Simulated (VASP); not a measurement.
Ti12O, 13 atoms in the cell. The cell holds a slab with vacuum, 13 atoms: a = 5.815 Å, b = 5.815 Å, c = 19.306 Å, α = 90.00°, β = 90.00°, γ = 90.00°. 

```yaml
Program: VASP 6.6.1
Task: single point
Functional: PBE
Potentials_or_basis: VASP PAW PBE potentials, release 64 (Ti_sv, O)
Cutoff: 520 eV
k_mesh: 5 × 5 × 1
Occupations: gaussian, width 0.1 eV
Spin: no spin polarisation
Dipole_correction: yes
Further_INCAR_settings: ALGO = Normal; EDIFF = 1e-06; NBANDS = 87
```

Potentials or basis: VASP PAW PBE potentials, release 64 (Ti_sv, O).

Run with:

```sh
$ cat potpaw_PBE.64/Ti_sv/POTCAR potpaw_PBE.64/O/POTCAR > POTCAR
$ mpirun -np 1 vasp_std > vasp.out
```

Hardware: 1 thread of Oxide Virtual Turin-like Processor (shared host).

How long does it take, and how much memory?

Run time: 19 min on 1 thread of Oxide Virtual Turin-like Processor, with other jobs on the host, peak memory 0.72 GiB. Counts: scf iterations 31, k points 6.
